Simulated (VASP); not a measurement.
A run of VASP 6.6.1 is set up as follows.

The input INCAR:

```
SYSTEM = W
  ALGO = Fast
  EDIFF = 1E-8
  ENCUT = 600
  GGA = CA
  IBRION = 6
  ISIF = 3
  ISMEAR = -1
  LASPH = .True.
  LCHARG = .False.
  LREAL = .False.
  LWAVE = .False.
  NELM = 100
  NFREE = 2
  NSW = 1
  POTIM = 0.015
  PREC = Accurate
  SIGMA = 0.15
```

File KPOINTS:

```
k-points
0
Gamma
  20 20 20
  0 0 0
```

The input POSCAR:

```
W
1.0
    0.0000000000      1.9808619931      1.9808619931
    1.9808619931      0.0000000000      1.9808619931
    1.9808619931      1.9808619931      0.0000000000
W
1
Direct
    0.0000000000      0.0000000000      0.0000000000
```

Potentials or basis: VASP PAW LDA potentials, release 64 (W_sv).

Command:

```sh
$ cat potpaw_LDA.64/W_sv/POTCAR > POTCAR
$ mpirun -np 1 vasp_std > vasp.out
```

Predict the elastic constants C11, C12, C44.

142, 416, -65 GPa.

Estimate the Voigt bulk modulus.

325 GPa.

Elastic tensor in Voigt notation (GPa, in the Cartesian axes of the cell as first typed):
```
142 416 416   0   0   0
416 142 416   0   0   0
416 416 142   0   0   0
  0   0   0 -65   0   0
  0   0   0   0 -65   0
  0   0   0   0   0 -65
```

Caveat: the cell is under stress, which shifts elastic constants; the elastic tensor has a negative eigenvalue, so either the cell is unstable as it stands or the mesh is too thin.
